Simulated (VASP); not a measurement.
Set up this calculation in VASP 6.6.1, as the native input.

```
Task                   : electric field gradients
Functional             : PBE
Potentials or basis    : VASP PAW PBE potentials, release 64 (Ba_sv, O)
Cutoff                 : 520 eV
k mesh                 : 8 × 8 × 8
Occupations            : fermi-dirac, width 0.02 eV
Spin                   : no spin polarisation
Dipole correction      : no
Further INCAR settings : ALGO = Normal; EDIFF = 1e-08; NBANDS = 15
```

The structure of BaO lies in POSCAR:

```
BaO
1.0
    0.0000000000      2.7775000000      2.7500000000
    2.7775000000      0.0000000000      2.7500000000
    2.7775000000      2.7775000000      0.0000000000
Ba O
1 1
Direct
    0.0000000000      0.0000000000      0.0000000000
    0.5000000000      0.5000000000      0.5000000000
```

This cell differs from its parent crystal: equal xx and yy strain of +1 %.

One way to write it, as run:

INCAR

```
PREC = Accurate ; ENCUT = 520
EDIFF = 1E-8 ; ISMEAR = -1
SIGMA = 0.02 ; LREAL = F
LASPH = T ; NELM = 120
ALGO = Normal ; ISIF = 2
LWAVE = F ; LCHARG = F
GGA = PE ; LEFG = T
NBANDS = 15 ; GGA_COMPAT = F
```

KPOINTS

```
Automatic mesh
0
Gamma
  8 8 8
```

Potentials or basis: VASP PAW PBE potentials, release 64 (Ba_sv, O).

Command:

```bash
$ cat potpaw_PBE.64/Ba_sv/POTCAR potpaw_PBE.64/O/POTCAR > POTCAR
$ mpirun -np 1 vasp_std > vasp.out
```

It gave:

```yaml
Pressure: 3.2 GPa
Band_gap_on_the_k_mesh: 1.91 eV
Largest_electric_field_gradient_by_atom: Ba -16.0; O -3.8 V/Å²
```

Caveat: the cell differs from its parent crystal (equal xx and yy strain of +1 %); the cell stands under pressure; without QUAD_EFG the Cq values of the log hold for a quadrupole moment of 1 mb, not for the nuclei; spin-orbit coupling is left out, which moves the levels of the heavy elements.

It took 46 s on 1 thread of Intel(R) Xeon(R) Platinum 8375C CPU @ 2.90GHz (Ice Lake), with other jobs on the host, peak memory 0.19 GiB.
